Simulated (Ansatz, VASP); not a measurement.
**One calculation of Bi, two programs**

INCAR

```
PREC = Accurate ; ENCUT = 520
EDIFF = 1E-6 ; ISMEAR = 0
SIGMA = 0.1 ; LREAL = False
LASPH = True ; NELM = 100
ALGO = Normal ; ISIF = 2
LWAVE = False ; LCHARG = True
GGA = PS ; LELF = True
LVHAR = True ; NBANDS = 22
```

KPOINTS

```
regular mesh
0
Gamma
  6 6 6
```

File POSCAR:

```
Bi
1.0
    2.2675000000      1.3091417354      3.9380000000
   -2.2675000000      1.3091417354      3.9380000000
    0.0000000000     -2.6182834708      3.9380000000
Bi
2
Direct
    0.2340000000      0.2340000000      0.2340000000
    0.7660000000      0.7660000000      0.7660000000
```

Input for Ansatz:

```yaml
crystal:
  lattice:
    - [2.2675, 1.3091417354, 3.938]
    - [-2.2675, 1.3091417354, 3.938]
    - [0.0, -2.6182834708, 3.938]
  atoms:
    - { symbol: Bi, position: [0.234, 0.234, 0.234] }
    - { symbol: Bi, position: [0.766, 0.766, 0.766] }
basis:
  ecutwfc: 420
kpoints:
  mp_grid: { grid: [6, 6, 6] }
hamiltonian:
  xc: pbesol
  pseudopotentials: { kind: paw }
scf:
  occupations: { method: gaussian, width: 0.1 }
output:
  forces: true
  stress: true
  eigenvalues: true
```

Alike in both runs: task single point; functional PBEsol; k mesh 6 × 6 × 6; occupations gaussian, width 0.1 eV; no spin polarisation.

```csv
,VASP,Ansatz
version,VASP 6.6.1,Ansatz 0.2.0
potentials or method,"VASP PAW PBE potentials, release 64 (Bi_d), cutoff 520 eV","scalar-relativistic, plane waves, PAW"
valence electrons in the cell,30,30
```

```csv
,VASP,Ansatz,Ansatz less VASP
gap on the k mesh at the Fermi level (eV),none,none,-
pressure (GPa),-0.4,-0.3,+0.07
"traceless stress, the component that is largest in VASP (GPa)",0.10,0.10,-0.002
rms of the force components (eV/Å),0.031,0.027,-0.0031
```

VASP's potentials were made for PBE, not for PBEsol. Atom by atom the forces differ by 0.003 eV/Å (rms over components). A gap of «none» marks a metal or a gap that the smearing closes. The functional is the same, so the differences come from potentials, cutoffs and numerics.

Neither program's run includes spin-orbit coupling.
